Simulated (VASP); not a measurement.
Input of a VASP 6.6.1 run:

INCAR

```
SYSTEM = MgO
  ALGO = Normal
  EDIFF = 1E-7
  ENCUT = 520
  GGA = PS
  ISIF = 2
  ISMEAR = 0
  LASPH = .TRUE.
  LCHARG = .FALSE.
  LREAL = .FALSE.
  LWAVE = .FALSE.
  NBANDS = 16
  NELM = 100
  PREC = Accurate
  SIGMA = 0.01
```

File KPOINTS:

```
k-points
0
G
  12 12 6
  0 0 0
```

POSCAR

```
MgO
1.0
    3.4863778600      0.0000000000      0.0000000000
   -1.7431889300      3.0192918000      0.0000000000
    0.0000000000      0.0000000000      4.1780412200
Mg O
2 2
Direct
    0.6666666700      0.3333333300      0.7500000000
    0.3333333300      0.6666666700      0.2500000000
    0.6666666700      0.3333333300      0.2500000000
    0.3333333300      0.6666666700      0.7500000000
```

Potentials or basis: VASP PAW PBE potentials, release 64 (Mg, O).

Run with:

```console
$ cat potpaw_PBE.64/Mg/POTCAR potpaw_PBE.64/O/POTCAR > POTCAR
$ mpirun -np 1 vasp_std > vasp.out
```

Problem. What does it give for the pressure?

Solution. 0.8 GPa.

Problem. Predict the band gap on the k mesh.

Solution. 3.31 eV, direct.

Stress tensor (GPa, compression positive):
```
0.66 0.00 0.00
0.00 0.66 0.00
0.00 0.00 0.95
```

Caveat: the PAW data sets were made with another functional, which shifts forces and pressure a little. PBEsol gaps usually lie below the measured ones, often by a third to a half.
